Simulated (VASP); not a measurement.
Set up this calculation in VASP 6.6.1, as the native input.

* Task: single point
* Functional: PBEsol
* Potentials or basis: VASP PAW PBE potentials, release 64 (Mg, O)
* Cutoff: 520 eV
* k mesh: 9 × 9 × 6
* Occupations: gaussian, width 0.05 eV
* Spin: no spin polarisation
* Dipole correction: no
* Further INCAR settings: ALGO = Normal; EDIFF = 1e-06; NBANDS = 16

The structure of MgO lies in POSCAR:

```
MgO
1.0
    3.3783000000      0.0000000000      0.0000000000
   -1.6891500000      2.9256936216      0.0000000000
    0.0000000000      0.0000000000      4.2646000000
Mg O
2 2
Direct
    0.6666666667      0.3333333333      0.7500000000
    0.3333333333      0.6666666667      0.2500000000
    0.6666666667      0.3333333333      0.2500000000
    0.3333333333      0.6666666667      0.7500000000
```

These files were run (other wordings do the same):

INCAR

```
SYSTEM = MgO
ALGO = Normal
EDIFF = 1E-6
ENCUT = 520
GGA = PS
ISIF = 2
ISMEAR = 0
LASPH = .TRUE.
LCHARG = .FALSE.
LREAL = .FALSE.
LWAVE = .FALSE.
NBANDS = 16
NELM = 100
PREC = Accurate
SIGMA = 0.05
```

KPOINTS

```
k-points
0
G
  9 9 6
  0 0 0
```

Potentials or basis: VASP PAW PBE potentials, release 64 (Mg, O).

Command:

```sh
$ cat potpaw_PBE.64/Mg/POTCAR potpaw_PBE.64/O/POTCAR > POTCAR
$ mpirun -np 1 vasp_std > vasp.out
```

Results of the run:

- Pressure: 7.5 GPa
- Band gap on the k mesh: 3.48 eV, direct

Caveat: the PAW data sets were made with another functional, which shifts forces and pressure a little.

Run time: 45 s on 1 thread of Intel Xeon 8259CL (shared host), peak memory 0.18 GiB.
